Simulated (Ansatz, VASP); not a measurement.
# Two plane-wave programs on Ta

The input INCAR:

```
SYSTEM = Ta
PREC = Accurate ; ENCUT = 600
EDIFF = 1E-6 ; ISMEAR = -1
SIGMA = 0.1 ; LREAL = .FALSE.
LASPH = .TRUE. ; NELM = 80
ALGO = Normal ; ISIF = 3
LWAVE = .FALSE. ; LCHARG = .FALSE.
GGA = RP ; IBRION = 2
NSW = 80 ; EDIFFG = -0.01
```

File KPOINTS:

```
regular mesh
0
G
  12 12 4
  0 0 0
```

File POSCAR:

```
Ta
1.0
    2.9451288715      0.0000000000      0.0000000000
   -1.4725644358      2.5505564202      0.0000000000
    0.0000000000      0.0000000000      9.6187908944
Ta
4
Direct
    0.0000000000      0.0000000000      0.0000000000
    0.0000000000      0.0000000000      0.5000000000
    0.3333333333      0.6666666667      0.2500000000
    0.6666666667      0.3333333333      0.7500000000
```

Input for Ansatz:

```yaml
crystal:
  lattice:
    - [2.9451288715, 0.0, 0.0]
    - [-1.4725644358, 2.5505564202, 0.0]
    - [0.0, 0.0, 9.6187908944]
  atoms:
    - { symbol: Ta, position: [0.0, 0.0, 0.0] }
    - { symbol: Ta, position: [0.0, 0.0, 0.5] }
    - { symbol: Ta, position: [0.3333333333, 0.6666666667, 0.25] }
    - { symbol: Ta, position: [0.6666666667, 0.3333333333, 0.75] }
hamiltonian:
  xc: rpbe
  pseudopotentials:
    kind: paw
    azcp:
      Ta: "pseudopotentials/Ta.paw.azcp"
basis:
  ecutwfc: 420
  fft_grid_basis: typed
kpoints:
  mp_grid: { grid: [12, 12, 4], shift: [0, 0, 0] }
magnetization:
  spin_polarized: false
scf:
  occupations: { method: fermi_dirac, width: 0.1 }
relax:
  max_steps: 60
  f_tol: 0.01
  cell: {}
```

Alike in both runs: task relaxation of cell and atoms; functional RPBE; k mesh 12 × 12 × 4; occupations fermi-dirac, width 0.1 eV; no spin polarisation.

```csv
,VASP,Ansatz
version,VASP 6.6.1,Ansatz 0.2.0
potentials or method,"VASP PAW PBE potentials, release 64 (Ta_pv), cutoff 600 eV","plane waves (420 eV) with PAW, scalar-relativistic"
valence electrons in the cell,44,52
```

Ansatz gave:

```
relaxed volume (Å³/atom)                                     : 19.13
relaxed cell length with the largest relative difference (Å) : 10.082
```

What did VASP give for the same quantities?

Relaxed volume (Å³/atom): 19.13; relaxed cell length with the largest relative difference (Å): 10.077.

VASP's potentials were made for PBE, not for RPBE. VASP's potentials hold 44 valence electrons a cell and Ansatz's 52, so a difference there can come from the potentials and not from the codes.

Neither program's run includes spin-orbit coupling.
